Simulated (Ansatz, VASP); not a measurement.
# CdF2, level by level in two programs

```xyz
3
Lattice="0.0000 2.6759 2.6759 2.6759 0.0000 2.6759 2.6759 2.6759 0.0000" Properties=species:S:1:pos:R:3 pbc="T T T"
Cd    0.0000    0.0000    0.0000
F     4.0139    4.0139    4.0139
F     1.3380    1.3380    1.3380
```

Single points on this cell with VASP 6.6.1 and Ansatz 0.2.0. Each row is one pair of runs. Alike in all rows: spin: off; k mesh: 9 × 9 × 9; smearing: fermi-dirac, width 0.05 eV.

```csv
level,"VASP's potentials, cutoff","Ansatz's potentials, cutoff","gap on the k mesh at the Fermi level (eV), VASP","gap on the k mesh at the Fermi level (eV), Ansatz","least direct gap on the mesh (eV), VASP","least direct gap on the mesh (eV), Ansatz","pressure (GPa), VASP","pressure (GPa), Ansatz"
r2SCAN,"VASP PAW PBE potentials, release 64 (Cd, F), 520 eV","Ansatz PAW, 500 eV",?,3.90,?,4.35,?,2.4
LDA,"VASP PAW LDA potentials, release 64 (Cd_sv_GW, F), 600 eV","Ansatz PAW, 420 eV",2.91,2.91,3.34,3.33,-4.2,-3.6
LDA,"VASP PAW LDA potentials, release 64 (Cd, F), 520 eV","Ansatz PAW, 420 eV",2.90,2.91,3.32,3.33,-2.5,-3.6
```

Q: Fill in what VASP gave in row 1.

A: gap on the k mesh at the Fermi level (eV): 3.85; least direct gap on the mesh (eV): 4.30; pressure (GPa): 3.5.

VASP's potentials hold 26 valence electrons a cell and Ansatz's 34 in some rows, so a difference there can come from the potentials and not from the codes.

Noted on Ansatz's runs: odd divisions of the mesh miss points on the zone boundary, where band edges often lie, so the gap on the mesh can be too wide.
